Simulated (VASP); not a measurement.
Pt:

```
Pt
1.0
     0.00000    2.64306    2.64306
     2.64306    0.00000    2.64306
     2.64306    2.64306    0.00000
Pt
2
Direct
  0.87500 0.87500 0.87500
  0.12500 0.12500 0.12500
```

```yaml
Program: VASP 6.6.1
Task: relaxation of cell and atoms
Functional: LDA
Potentials_or_basis: VASP PAW LDA potentials, release 64 (Pt)
Cutoff: 600 eV
k_mesh: 12 × 12 × 12
Occupations: fermi-dirac, width 0.1 eV
Spin: no spin polarisation
```

At the start: pressure 47.9 GPa; volume 18.46 Å³/atom.

**Question.** How do energy, volume and symmetry change on relaxing?

**Answer.** Over 8 steps the energy falls by 498.7 meV/atom and the volume is 22.54 Å³/atom (+22.1 %); space group Fd-3m (No. 227, to 0.05 Å).

Step by step:
```tsv
step	energy change (eV)	largest force (eV/Å)	pressure (GPa)	volume (Å³)
1	0.0000	0.0000	47.85	36.93
2	2.0043	0.0000	-18.41	74.93
3	-0.9621	0.0000	-5.49	47.04
4	-0.9940	0.0000	-1.78	45.66
5	-0.9973	0.0000	0.06	45.06
6	-0.9971	0.0000	-0.49	45.24
7	-0.9968	0.0000	0.74	44.85
8	-0.9973	0.0000	0.01	45.08
```

Final structure:
```
CELL_PARAMETERS angstrom
0.00000 2.82476 2.82476
2.82476 0.00000 2.82476
2.82476 2.82476 0.00000
ATOMIC_POSITIONS crystal
Pt 0.87500 0.87500 0.87500
Pt 0.12500 0.12500 0.12500
```

Caveat: the volume moved by over 15 % at a fixed basis, so the end points are rough.
